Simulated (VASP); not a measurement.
# TiO2 (P1) in VASP: single point with PBE+U

Aim: the single point of TiO2 with PBE+U.

Everything below comes from runs of VASP 6.6.1. Logs are shortened: lines on timing, memory, paths and dates and some standing lists are left out, and cuts for length are marked.

**1. The cell of the first run**

The typed cell holds 6 atoms: a = 4.640 Å, b = 4.640 Å, c = 3.006 Å, α = 90.00°, β = 90.00°, γ = 90.00°.

**2. Single point, PBE+U (atoms moved at random)**

Contents of INCAR:

```
PREC     = Accurate       # precision mode
ENCUT    = 520            # plane-wave cutoff, eV
EDIFF    = 1E-6           # SCF threshold, eV
ISMEAR   = 0              # smearing method
SIGMA    = 0.05           # smearing width, eV
LREAL    = False          # projectors in reciprocal space
LASPH    = True           # aspherical terms in the spheres
NELM     = 150            # most SCF steps
ALGO     = Normal         # electronic algorithm
ISIF     = 2              # what is computed and relaxed
LWAVE    = False          # write WAVECAR
LCHARG   = False          # write CHGCAR
LMAXMIX  = 4              # l up to which the mixer works
LDAU     = True           # DFT+U
LDAUTYPE = 2            
LDAUL    = 2 -1           # shell
LDAUU    = 4 0            # U, eV
LDAUJ    = 0 0          
LDAUPRINT= 1            
GGA      = PE             # functional
NBANDS   = 33             # bands
```

Contents of KPOINTS:

```
regular mesh
0
Gamma
  6 6 10
```

Contents of POSCAR:

```
TiO2
1.0
    4.6403824160      0.0000000000      0.0000000000
    0.0000000000      4.6403824160      0.0000000000
    0.0000000000      0.0000000000      3.0063836354
Ti O
2 4
Direct
   -0.0030684435      0.0007955093     -0.0090673139
    0.4998297858      0.4961375444      0.4967467842
    0.3029363092      0.2990487244      0.0189313898
    0.1971014653      0.8024343478      0.4955723195
    0.6958759012      0.6932649621     -0.0053499563
    0.8073249820      0.2083189120      0.5031667766
```

Potentials or basis: VASP PAW PBE potentials, release 64 (Ti_sv, O).

Run with:

```bash
> cat potpaw_PBE.64/Ti_sv/POTCAR potpaw_PBE.64/O/POTCAR > POTCAR
> mpirun -np 1 vasp_std > vasp.out
```

OUTCAR:

```text
PREC = Accurate
   ENCUT = 520
   EDIFF = 1E-6
   ISMEAR = 0
   LREAL = False
   LASPH = True
   NELM = 150
   ISIF = 2
   GGA = PE

 ion  position               nearest neighbor table
   1  0.997  0.001  0.991-   6 1.96   4 1.98   3 1.98   5 2.00   4 2.00   6 2.02
   2  0.500  0.496  0.497-   3 1.93   6 1.95   5 1.98   5 1.99   4 2.00   3 2.03
   3  0.303  0.299  0.019-   2 1.93   1 1.98   2 2.03
   4  0.197  0.802  0.496-   1 1.98   2 2.00   1 2.00
   5  0.696  0.693  0.995-   2 1.98   2 1.99   1 2.00
   6  0.807  0.208  0.503-   2 1.95   1 1.96   1 2.02

  LATTYP: Found a simple tetragonal cell.
 ALAT       =     4.6403824160
 C/A-ratio  =     0.6478741116

  Lattice vectors:

 A1 = (   4.6403824160,   0.0000000000,   0.0000000000)
 A2 = (   0.0000000000,   4.6403824160,   0.0000000000)
 A3 = (   0.0000000000,   0.0000000000,   3.0063836354)

Analysis of symmetry for initial positions (statically):
=====================================================================
 Subroutine PRICEL returns:
 Original cell was already a primitive cell.

 Routine SETGRP: Setting up the symmetry group for a
 simple tetragonal supercell.

 Subroutine GETGRP returns: Found  1 space group operations
 (whereof  1 operations were pure point group operations)
 out of a pool of 16 trial point group operations.

The static configuration has the point symmetry C_1 .

Analysis of symmetry for dynamics (positions and initial velocities):
=====================================================================
 Subroutine PRICEL returns:
 Original cell was already a primitive cell.

 Routine SETGRP: Setting up the symmetry group for a
 simple tetragonal supercell.

 Subroutine GETGRP returns: Found  1 space group operations
 (whereof  1 operations were pure point group operations)
 out of a pool of 16 trial point group operations.

[... 183 lines left out ...]

atom =   2  type =  1  l = 2

 onsite density matrix

spin component  1

  0.1958  0.0071  0.0776  0.0057 -0.0017
  0.0071  0.1797  0.0014  0.0822 -0.0033
  0.0776  0.0014  0.1268  0.0007 -0.0014
  0.0057  0.0822  0.0007  0.1783  0.0031
 -0.0017 -0.0033 -0.0014  0.0031  0.1021

spin component  2

  0.1958  0.0071  0.0776  0.0057 -0.0017
  0.0071  0.1797  0.0014  0.0822 -0.0033
  0.0776  0.0014  0.1268  0.0007 -0.0014
  0.0057  0.0822  0.0007  0.1783  0.0031
 -0.0017 -0.0033 -0.0014  0.0031  0.1021

 occupancies and eigenvectors

  o =  0.0764  v = -0.5454  0.0203  0.8378  0.0082  0.0107  0.0000  0.0000  0.0000  0.0000  0.0000      0.0000  0.0000  0.0000  0.0000  0.0000  0.0000  0.0000  0.0000  0.0000  0.0000
  o =  0.0764  v =  0.0000  0.0000  0.0000  0.0000  0.0000 -0.5454  0.0203  0.8378  0.0082  0.0107      0.0000  0.0000  0.0000  0.0000  0.0000  0.0000  0.0000  0.0000  0.0000  0.0000
  o =  0.0942  v =  0.0079  0.6113 -0.0100 -0.6164  0.4962  0.0000  0.0000  0.0000  0.0000  0.0000      0.0000  0.0000  0.0000  0.0000  0.0000  0.0000  0.0000  0.0000  0.0000  0.0000
  o =  0.0942  v =  0.0000  0.0000  0.0000  0.0000  0.0000  0.0079  0.6113 -0.0100 -0.6164  0.4962      0.0000  0.0000  0.0000  0.0000  0.0000  0.0000  0.0000  0.0000  0.0000  0.0000
  o =  0.1046  v =  0.0000  0.0000  0.0000  0.0000  0.0000 -0.0169  0.3496 -0.0049 -0.3522 -0.8680      0.0000  0.0000  0.0000  0.0000  0.0000  0.0000  0.0000  0.0000  0.0000  0.0000
  o =  0.1046  v = -0.0169  0.3496 -0.0049 -0.3522 -0.8680  0.0000  0.0000  0.0000  0.0000  0.0000      0.0000  0.0000  0.0000  0.0000  0.0000  0.0000  0.0000  0.0000  0.0000  0.0000
  o =  0.2425  v =  0.0000  0.0000  0.0000  0.0000  0.0000  0.7601 -0.2856  0.5048 -0.2928 -0.0139      0.0000  0.0000  0.0000  0.0000  0.0000  0.0000  0.0000  0.0000  0.0000  0.0000
  o =  0.2425  v =  0.7601 -0.2856  0.5048 -0.2928 -0.0139  0.0000  0.0000  0.0000  0.0000  0.0000      0.0000  0.0000  0.0000  0.0000  0.0000  0.0000  0.0000  0.0000  0.0000  0.0000
  o =  0.2650  v = -0.3528 -0.6498 -0.2077 -0.6405  0.0062  0.0000  0.0000  0.0000  0.0000  0.0000      0.0000  0.0000  0.0000  0.0000  0.0000  0.0000  0.0000  0.0000  0.0000  0.0000
  o =  0.2650  v =  0.0000  0.0000  0.0000  0.0000  0.0000 -0.3528 -0.6498 -0.2077 -0.6405  0.0062      0.0000  0.0000  0.0000  0.0000  0.0000  0.0000  0.0000  0.0000  0.0000  0.0000

 number of electron      48.0000011 magnetization

 Free energy of the ion-electron system (eV)
  ---------------------------------------------------
  ext. energy  EPLUGINS =         0.00000000
  ---------------------------------------------------
  free energy    TOTEN  =       -48.39496049 eV

  energy without entropy =      -48.39496049  energy(sigma->0) =      -48.39496049

 E-fermi :   5.2056     XC(G=0): -11.2408

 val. band max:        4.8484940446   @ k =   0.0000   0.0000   0.0000
 cond. band min:       6.9966113614   @ k =   0.5000   0.5000   0.0000
 fundamental gap:      2.1481173168
 Fermi energy:         5.2056063146

 k-point     1 :       0.0000    0.0000    0.0000
  band No.  band energies     occupation
      1     -53.3800      2.00000
      2     -53.2819      2.00000
      3     -29.5785      2.00000
      4     -29.5534      2.00000
      5     -29.4322      2.00000
      6     -29.4257      2.00000
[... 853 lines left out ...]
     32      10.5918      0.00000
     33      10.7235      0.00000

 [... further k-points ...]
[... 5 lines left out ...]
  --------------------------------------------------------------------------------------
  -------------------------------------------------------------------------------------
  Total        1.4322602      1.2420386      1.3908290     -0.0810651      0.2730586      0.5100085
  in kB       35.4470884     30.7392823     34.4217040     -2.0062855      6.7579433     12.6222292
  external PRESSURE =      33.5360249 kB  Pullay stress =       0.0000000 kB

 VOLUME and BASIS-vectors are now :
 -----------------------------------------------------------------------------
  energy-cutoff  :      520.00
  volume of cell :       64.74
      direct lattice vectors                 reciprocal lattice vectors
     4.640382416  0.000000000  0.000000000     0.215499481  0.000000000  0.000000000
     0.000000000  4.640382416  0.000000000     0.000000000  0.215499481  0.000000000
     0.000000000  0.000000000  3.006383635     0.000000000  0.000000000  0.332625547

 POSITION                                       TOTAL-FORCE (eV/Angst)
 -----------------------------------------------------------------------------------
      4.62614      0.00369      2.97912         0.216805     -0.274671      0.125439
      2.31940      2.30227      1.49341        -0.181952      0.343243      0.153892
      1.40574      1.38770      0.05692         0.145723      0.107413     -0.596467
      0.91463      3.72360      1.48988        -0.390216      0.311123      0.161712
      3.22913      3.21701      2.99030        -0.051192      0.229620      0.254348
      3.74630      0.96668      1.51271         0.260832     -0.716728     -0.098924
 -----------------------------------------------------------------------------------
    total drift:                               -0.000072      0.000335      0.000104

  FREE ENERGIE OF THE ION-ELECTRON SYSTEM (eV)
  ---------------------------------------------------
  free  energy   TOTEN  =       -48.3949604857 eV

  energy  without entropy=      -48.3949604857  energy(sigma->0) =      -48.39496049
```

OSZICAR:

```text
N       E                     dE             d eps       ncg     rms          rms(c)
DAV:   1     0.662628987833E+03    0.66263E+03   -0.24028E+04 12145   0.171E+03
DAV:   2     0.282791283306E+02   -0.63435E+03   -0.58999E+03 13380   0.514E+02
DAV:   3    -0.632888124873E+02   -0.91568E+02   -0.90124E+02 16618   0.188E+02
DAV:   4    -0.679022738213E+02   -0.46135E+01   -0.46025E+01 17833   0.404E+01
DAV:   5    -0.680763057532E+02   -0.17403E+00   -0.17400E+00 16098   0.636E+00    0.308E+01
DAV:   6    -0.480415112170E+02    0.20035E+02   -0.81597E+01 16639   0.887E+01    0.912E+00
DAV:   7    -0.484792101055E+02   -0.43770E+00   -0.11230E+01 15455   0.239E+01    0.736E+00
DAV:   8    -0.483563391232E+02    0.12287E+00   -0.63491E-01 17174   0.708E+00    0.431E+00
DAV:   9    -0.484051772804E+02   -0.48838E-01   -0.52359E-01 15003   0.561E+00    0.130E+00
DAV:  10    -0.483994809854E+02    0.56963E-02   -0.70763E-02 17081   0.239E+00    0.735E-01
DAV:  11    -0.483955907089E+02    0.38903E-02   -0.99510E-03 15841   0.126E+00    0.275E-01
DAV:  12    -0.483951972456E+02    0.39346E-03   -0.51597E-03 15248   0.731E-01    0.113E-01
DAV:  13    -0.483949685709E+02    0.22867E-03   -0.10830E-03 14488   0.372E-01    0.326E-02
DAV:  14    -0.483949620220E+02    0.65488E-05   -0.10345E-04 16001   0.707E-02    0.153E-02
DAV:  15    -0.483949609500E+02    0.10720E-05   -0.12948E-05 12612   0.221E-02    0.125E-02
DAV:  16    -0.483949604857E+02    0.46427E-06   -0.35688E-06 12492   0.231E-02
   1 F= -.48394960E+02 E0= -.48394960E+02  d E =-.549549E-26
```

Wall time 9.8 min (1 thread of Intel Xeon 8259CL, shared host); peak memory 0.4 GiB.

Results:

```yaml
Free_energy: -48.3950 eV
Pressure: 3.4 GPa
Largest_force: 0.769 eV/Å
Band_gap_on_the_k_mesh: 2.15 eV (least direct gap 2.21 eV)
```

Forces on the atoms (eV/Å):
```
Ti   0.217 -0.275  0.125
Ti  -0.182  0.343  0.154
O    0.146  0.107 -0.596
O   -0.390  0.311  0.162
O   -0.051  0.230  0.254
O    0.261 -0.717 -0.099
```

Stress tensor (GPa, compression positive):
```
 3.54 -0.20  1.26
-0.20  3.07  0.68
 1.26  0.68  3.44
```

Levels at points of the mesh, in eV from the valence-band top:
```tsv
k point	band 21	band 22	band 23	band 24	band 25	band 26	band 27	band 28
(0.00, 0.00, 0.00)	-0.87	-0.57	-0.57	0.00	2.21	2.37	2.71	2.80
(0.50, 0.00, 0.00)	-1.80	-1.72	-0.82	-0.72	2.71	2.78	3.32	3.41
(0.00, 0.50, 0.00)	-1.79	-1.71	-0.77	-0.71	2.70	2.79	3.32	3.41
(0.50, 0.50, 0.00)	-1.51	-1.49	-1.26	-1.24	2.15	2.24	2.81	2.85
(0.00, 0.00, 0.50)	-2.38	-2.27	-1.46	-1.43	3.23	3.33	3.48	3.54
(0.50, 0.00, 0.50)	-1.96	-1.85	-1.13	-1.06	2.25	2.30	3.51	3.57
(0.00, 0.50, 0.50)	-1.99	-1.93	-1.09	-1.05	2.28	2.31	3.51	3.57
(0.50, 0.50, 0.50)	-1.32	-1.22	-0.73	-0.72	2.84	3.02	3.34	3.48
```

Eigenvalues of the final occupation matrices:
| site | spin | trace | eigenvalues |
| --- | --- | --- | --- |
| site 1 d | 1 | 0.77 | 0.08 0.10 0.10 0.24 0.26 |
| site 1 d | 2 | 0.77 | 0.08 0.10 0.10 0.24 0.26 |
| site 2 d | 1 | 0.78 | 0.08 0.09 0.10 0.24 0.27 |
| site 2 d | 2 | 0.78 | 0.08 0.09 0.10 0.24 0.27 |

Caveat: the cell differs from its parent crystal (atoms moved at random); the cell stands under pressure.
